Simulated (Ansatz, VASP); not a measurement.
**SnTe in VASP and in Ansatz**

File INCAR:

```
PREC     = Accurate       # precision mode
ENCUT    = 500            # plane-wave cutoff, eV
EDIFF    = 1E-6           # SCF threshold, eV
ISMEAR   = 0              # smearing method
SIGMA    = 0.02           # smearing width, eV
LREAL    = False          # projectors in reciprocal space
LASPH    = True           # aspherical terms in the spheres
NELM     = 120            # most SCF steps
ALGO     = Normal         # electronic algorithm
ISIF     = 2              # what is computed and relaxed
LWAVE    = False          # write WAVECAR
LCHARG   = False          # write CHGCAR
GGA      = PE             # functional
IVDW     = 12             # dispersion correction
NBANDS   = 17             # bands
GGA_COMPAT= False
```

File KPOINTS:

```
Automatic mesh
0
Gamma
  9 9 9
```

File POSCAR:

```
SnTe
1.0
    4.3412781505      0.0000000000      0.0000000000
   -2.1706390753      3.7596571632      0.0000000000
   -2.1706390753      1.2532190544      3.7471944701
Sn Te
1 1
Direct
    0.0000000000      0.0000000000      0.0000000000
    0.5000000000      0.5000000000      0.5000000000
```

Input for Ansatz:

```yaml
crystal:
  lattice:
    - [4.3412781505, 0.0, 0.0]
    - [-2.1706390753, 3.7596571632, 0.0]
    - [-2.1706390753, 1.2532190544, 3.7471944701]
  atoms:
    - { symbol: Sn, position: [0.0, 0.0, 0.0] }
    - { symbol: Te, position: [0.5, 0.5, 0.5] }
basis:
  ecutwfc: 420
kpoints:
  mp_grid: { grid: [9, 9, 9] }
hamiltonian:
  xc: pbe
  dispersion: d3bj
scf:
  occupations: { method: gaussian, width: 0.02 }
output:
  forces: true
  stress: true
  eigenvalues: true
```

Change from the starting cell: band edges of the strained film's bulk.

Alike in both runs: task single point; functional PBE; dispersion D3(BJ); k mesh 9 × 9 × 9; occupations gaussian, width 0.02 eV; no spin polarisation.

|  | VASP | Ansatz |
| --- | --- | --- |
| version | VASP 6.6.1 | Ansatz 0.2.0 |
| potentials or method | VASP PAW PBE potentials, release 64 (Sn_d, Te), cutoff 500 eV | scalar-relativistic, plane waves, PAW |
| valence electrons in the cell | 20 | 30 |

VASP gave:

* gap on the k mesh at the Fermi level (eV): none
* pressure (GPa): 1.1
* traceless stress, the component that is largest in VASP (GPa): -1.16

Task: What did Ansatz give for the same quantities?

Result: gap on the k mesh at the Fermi level (eV): none; pressure (GPa): 1.2; traceless stress, the component that is largest in VASP (GPa): -1.16.

A gap of «none» marks a metal or a gap that the smearing closes. VASP's potentials hold 20 valence electrons a cell and Ansatz's 30, so a difference there can come from the potentials and not from the codes.

Spin-orbit coupling is off throughout.
